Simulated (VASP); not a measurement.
# KF (Carobbiite) (Fm-3m) in VASP: a series of runs

Runs on KF (Carobbiite). Level: PBE. Tasks: single point.

Program: VASP 6.6.1. These are calculated values, not measurements. Logs are shortened: lines on timing, memory, paths and dates and some standing lists are left out, and cuts for length are marked.

### 1 The cell of the first run

It takes space group Fm-3m (No. 225, cubic). The conventional cell has a = 5.344 Å, b = 5.344 Å, c = 5.344 Å, α = 90.00°, β = 90.00°, γ = 90.00°. Within 3.5 Å of K (site symmetry m-3m) lie 6 F at 2.67 Å. Within 3.5 Å of F (site symmetry m-3m) lie 6 K at 2.67 Å.

### 2 Single point, PBE

INCAR

```
SYSTEM = KF
PREC = Accurate
ENCUT = 520
EDIFF = 1E-6
ISMEAR = -1
SIGMA = 0.02
LREAL = .FALSE.
LASPH = .TRUE.
NELM = 80
ALGO = Normal
ISIF = 2
LWAVE = .FALSE.
LCHARG = .TRUE.
GGA = PE
LELF = .TRUE.
LVHAR = .TRUE.
NBANDS = 15
```

KPOINTS

```
regular mesh
0
G
  7 7 7
  0 0 0
```

POSCAR

```
KF
1.0
    0.0000000000      2.6718500000      2.6718500000
    2.6718500000      0.0000000000      2.6718500000
    2.6718500000      2.6718500000      0.0000000000
K F
1 1
Direct
    0.0000000000      0.0000000000      0.0000000000
    0.5000000000      0.5000000000      0.5000000000
```

Potentials or basis: VASP PAW PBE potentials, release 64 (K_sv, F).

Launch:

```sh
$ cat potpaw_PBE.64/K_sv/POTCAR potpaw_PBE.64/F/POTCAR > POTCAR
$ mpirun -np 1 vasp_std > vasp.out
```

OUTCAR:

```text
SYSTEM = KF
   PREC = Accurate
   ENCUT = 520
   EDIFF = 1E-6
   ISMEAR = -1
   LREAL = .FALSE.
   LASPH = .TRUE.
   NELM = 80
   ISIF = 2
   GGA = PE

 ion  position               nearest neighbor table
   1  0.000  0.000  0.000-   2 2.67   2 2.67   2 2.67   2 2.67   2 2.67   2 2.67
   2  0.500  0.500  0.500-   1 2.67   1 2.67   1 2.67   1 2.67   1 2.67   1 2.67

  LATTYP: Found a face centered cubic cell.
 ALAT       =     5.3437000000

  Lattice vectors:

 A1 = (   0.0000000000,   2.6718500000,   2.6718500000)
 A2 = (   2.6718500000,   0.0000000000,   2.6718500000)
 A3 = (   2.6718500000,   2.6718500000,   0.0000000000)

Analysis of symmetry for initial positions (statically):
=====================================================================
 Subroutine PRICEL returns:
 Original cell was already a primitive cell.

 Routine SETGRP: Setting up the symmetry group for a
 face centered cubic supercell.

 Subroutine GETGRP returns: Found 48 space group operations
 (whereof 48 operations were pure point group operations)
 out of a pool of 48 trial point group operations.

The static configuration has the point symmetry O_h .

Analysis of symmetry for dynamics (positions and initial velocities):
=====================================================================
 Subroutine PRICEL returns:
 Original cell was already a primitive cell.

 Routine SETGRP: Setting up the symmetry group for a
 face centered cubic supercell.

 Subroutine GETGRP returns: Found 48 space group operations
 (whereof 48 operations were pure point group operations)
 out of a pool of 48 trial point group operations.

The dynamic configuration has the point symmetry O_h .

 Subroutine INISYM returns: Found 48 space group operations
 (whereof 48 operations are pure point group operations),
 and found     1 'primitive' translations

----------------------------------------------------------------------------------------

                                     Primitive cell

  volume of cell :      38.1475

  direct lattice vectors                    reciprocal lattice vectors
     0.000000000  2.671850000  2.671850000    -0.187136254  0.187136254  0.187136254
     2.671850000  0.000000000  2.671850000     0.187136254 -0.187136254  0.187136254
     2.671850000  2.671850000  0.000000000     0.187136254  0.187136254 -0.187136254

  length of vectors
     3.778566507  3.778566507  3.778566507     0.324129500  0.324129500  0.324129500

  position of ions in fractional coordinates (direct lattice)
[... 82 lines left out ...]
   POTIM  = 0.5000    time-step for ionic-motion
   TEBEG  =    0.0;   TEEND  =   0.0 temperature during run
   PSTRESS=    0.0 pullay stress
   NELECT =      16.0000    total number of electrons
   NUPDOWN=      -1.0000    fix difference up-down
   EMIN   =  10.00;   EMAX   =-10.00  energy-range for DOS
   EFERMI =   0.00;   METHOD = LEGACY
   ISMEAR =    -1;   SIGMA  =   0.02  broadening in eV -4-tet -1-fermi 0-gaus
   EFERMI_NEDOS =   21; number of points for ismear=-14 and -15
   IALGO  =     38    algorithm
   IMIX   =      4    mixing-type and parameters
     AMIX     =   0.40;   BMIX     =  1.00
     AMIX_MAG =   1.60;   BMIX_MAG =  1.00
  volume/ion in A,a.u.               =      19.07       128.72
  Fermi-wavevector in a.u.,A,eV,Ry     =   1.225442  2.315750 20.431978  1.501708
  Thomas-Fermi vector in A             =   2.360480
   LORBIT       =      0    0 simple, 1 ext, 2 COOP (PROOUT), +10 PAW based schemes
   GGA     = PE    functional components
   LHFCALC =     F    Hartree Fock is set to
   AEXX    =    0.0000 exact exchange contribution
   IVDW    =     0    specifies the selected vdW correction
   LEPSILON=     F    determine dielectric tensor
   LRPA    =     F    only Hartree local field effects (RPA)
 non-spin polarized calculation
  energy-cutoff  :      520.00
  volume of cell :       38.15
 maximum number of plane-waves:      1040
   NGX = 13   NGY = 13   NGZ = 13

 number of electron      16.0000002 magnetization

 Free energy of the ion-electron system (eV)
  ---------------------------------------------------
  ext. energy  EPLUGINS =         0.00000000
  ---------------------------------------------------
  free energy    TOTEN  =        -8.29013586 eV

  energy without entropy =       -8.29013586  energy(sigma->0) =       -8.29013586

 E-fermi :  -2.3853     XC(G=0):  -8.4038

 val. band max:       -2.8045623012   @ k =   0.0000   0.0000   0.0000
 cond. band min:       3.3611162440   @ k =   0.0000   0.0000   0.0000
 fundamental gap:      6.1656785453
 Fermi energy:        -2.3853143811

 k-point     1 :       0.0000    0.0000    0.0000
  band No.  band energies     occupation
      1     -28.9420      2.00000
      2     -21.4602      2.00000
      3     -12.1925      2.00000
      4     -12.1925      2.00000
      5     -12.1925      2.00000
      6      -2.8046      2.00000
      7      -2.8046      2.00000
      8      -2.8046      2.00000
      9       3.3611      0.00000
     10       7.8748      0.00000
     11       7.8748      0.00000
     12       7.8748      0.00000
     13       9.5465      0.00000
     14       9.5465      0.00000
[... 329 lines left out ...]
      2     -21.5053      2.00000
      3     -12.6022      2.00000
      4     -12.5112      2.00000
      5     -12.2869      2.00000
      6      -3.2185      2.00000
      7      -2.9962      2.00000
      8      -2.9826      2.00000
      9       6.5920      0.00000
     10       7.3121      0.00000
     11       8.4358      0.00000
     12      10.6731      0.00000
     13      11.0659      0.00000
     14      11.9586      0.00000
     15      13.3587      0.00000

------------------------ aborting loop because EDIFF is reached ----------------------------------------

  FORCE on cell =-STRESS in cart. coord.  units (eV):
  Direction    XX          YY          ZZ          XY          YZ          ZX
  --------------------------------------------------------------------------------------
  -------------------------------------------------------------------------------------
  Total        0.3386147      0.3386147      0.3386147      0.0000000     -0.0000000     -0.0000000
  in kB       14.2216575     14.2216575     14.2216575      0.0000000     -0.0000000     -0.0000000
  external PRESSURE =      14.2216575 kB  Pullay stress =       0.0000000 kB

 VOLUME and BASIS-vectors are now :
 -----------------------------------------------------------------------------
  energy-cutoff  :      520.00
  volume of cell :       38.15
      direct lattice vectors                 reciprocal lattice vectors
     0.000000000  2.671850000  2.671850000    -0.187136254  0.187136254  0.187136254
     2.671850000  0.000000000  2.671850000     0.187136254 -0.187136254  0.187136254
     2.671850000  2.671850000  0.000000000     0.187136254  0.187136254 -0.187136254

 POSITION                                       TOTAL-FORCE (eV/Angst)
 -----------------------------------------------------------------------------------
      0.00000      0.00000      0.00000        -0.000000     -0.000000     -0.000000
      2.67185      2.67185      2.67185         0.000000      0.000000      0.000000
 -----------------------------------------------------------------------------------
    total drift:                                0.000000      0.000000      0.000000

  FREE ENERGIE OF THE ION-ELECTRON SYSTEM (eV)
  ---------------------------------------------------
  free  energy   TOTEN  =        -8.2901358554 eV

  energy  without entropy=       -8.2901358554  energy(sigma->0) =       -8.29013586
```

Run time: 12 s. Hardware: 1 thread of Intel Xeon Platinum 8259CL at 2.50GHz (Skylake/Cascade Lake), shared host; peak memory 0.15 GiB.

What came out:

* Free energy: -8.2901 eV
* Pressure: 1.4 GPa
* Band gap on the k mesh: 6.17 eV, direct

### 3 Single point, PBE

INCAR

```
ALGO = Normal ; EDIFF = 1E-7
ENCUT = 520 ; GGA = PE
ISIF = 2 ; ISMEAR = -1
LASPH = True ; LCHARG = False
LREAL = False ; LWAVE = False
NBANDS = 15 ; NELM = 100
PREC = Accurate ; SIGMA = 0.02
```

KPOINTS

```
k-points
0
Gamma
  7 7 7
```

Changes to POSCAR since step 2:

```diff
@@ -8,3 +8,3 @@
 Direct
-    0.0000000000      0.0000000000      0.0000000000
+    1.0000000000      0.0000000000      0.0000000000
     0.5000000000      0.5000000000      0.5000000000
```

Potentials or basis: VASP PAW PBE potentials, release 64 (K_sv, F).

Launch:

```sh
$ cat potpaw_PBE.64/K_sv/POTCAR potpaw_PBE.64/F/POTCAR > POTCAR
$ mpirun -np 1 vasp_std > vasp.out
```

It took 14 s on 1 thread of Intel Xeon Platinum 8259CL at 2.50GHz (Skylake/Cascade Lake), shared host; peak memory 0.15 GiB.

It converged, with:

```
Free energy            : -8.2901 eV
Pressure               : 1.4 GPa
Band gap on the k mesh : 6.17 eV, direct
```

Levels at points of the mesh, in eV from the valence-band top:
```tsv
k point	band 4	band 5	band 6	band 7	band 8	band 9	band 10	band 11	band 12	band 13
(0.00, 0.00, 0.00)	-9.39	-9.39	0.00	0.00	0.00	6.17	10.68	10.68	10.68	12.35
```

### 4 Single point, PBE

INCAR

```
SYSTEM = KF
PREC     = Accurate       ! precision mode
ENCUT    = 520            ! plane-wave cutoff, eV
EDIFF    = 1E-6           ! SCF threshold, eV
ISMEAR   = -1             ! smearing method
SIGMA    = 0.02           ! smearing width, eV
LREAL    = .FALSE.        ! projectors in reciprocal space
LASPH    = .TRUE.         ! aspherical terms in the spheres
NELM     = 80             ! most SCF steps
ALGO     = Normal         ! electronic algorithm
ISIF     = 2              ! what is computed and relaxed
LWAVE    = .FALSE.        ! write WAVECAR
LCHARG   = .FALSE.        ! write CHGCAR
GGA      = PE             ! functional
NBANDS   = 15             ! bands
```

KPOINTS

```
Automatic mesh
0
G
  7 7 7
  0 0 0
```

POSCAR is that of step 3.

Launch:

```sh
$ cat potpaw_PBE.64/K_sv/POTCAR potpaw_PBE.64/F/POTCAR > POTCAR
$ mpirun -np 1 vasp_std > vasp.out
```

Run time: 10 s. Hardware: 1 thread of Intel Xeon Platinum 8259CL at 2.50GHz (Skylake/Cascade Lake), shared host; peak memory 0.15 GiB.

Results (log left out):

| Property | Result |
| --- | --- |
| Free energy | -8.2901 eV |
| Pressure | 1.4 GPa |
| Band gap on the k mesh | 6.17 eV, direct |

Levels at points of the mesh, in eV from the valence-band top:
```tsv
k point	band 4	band 5	band 6	band 7	band 8	band 9	band 10	band 11	band 12	band 13
(0.00, 0.00, 0.00)	-9.39	-9.39	0.00	0.00	0.00	6.17	10.68	10.68	10.68	12.35
```
